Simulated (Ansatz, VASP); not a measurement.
## Sr: VASP beside Ansatz

```xyz
1
Lattice="0.0000 2.2688 2.2688 2.2688 0.0000 2.2688 2.2688 2.2688 0.0000" Properties=species:S:1:pos:R:3 pbc="T T T"
Sr    0.0000    0.0000    0.0000
```

Change from the starting cell: volume scaled by 0.45, PAW files.

Alike in both runs: task single point; functional PBEsol; k mesh 11 × 11 × 11; occupations fermi-dirac, width 0.05 eV; no spin polarisation.

|  | VASP | Ansatz |
| --- | --- | --- |
| version | VASP 6.6.1 | Ansatz 0.2.0 |
| potentials or method | VASP PAW PBE potentials, release 64 (Sr_sv) | PAW with Ansatz's default frozen-core files, scalar-relativistic |
| plane-wave cutoff (eV) | 520 | 420 |
| valence electrons in the cell | 10 | 10 |

|  | VASP | Ansatz | Ansatz less VASP |
| --- | --- | --- | --- |
| pressure (GPa) | 30.0 | 29.5 | -0.47 |

VASP's potentials were made for PBE, not for PBEsol. Both programs put the cell under a high pressure, so it lies far from rest at this level.
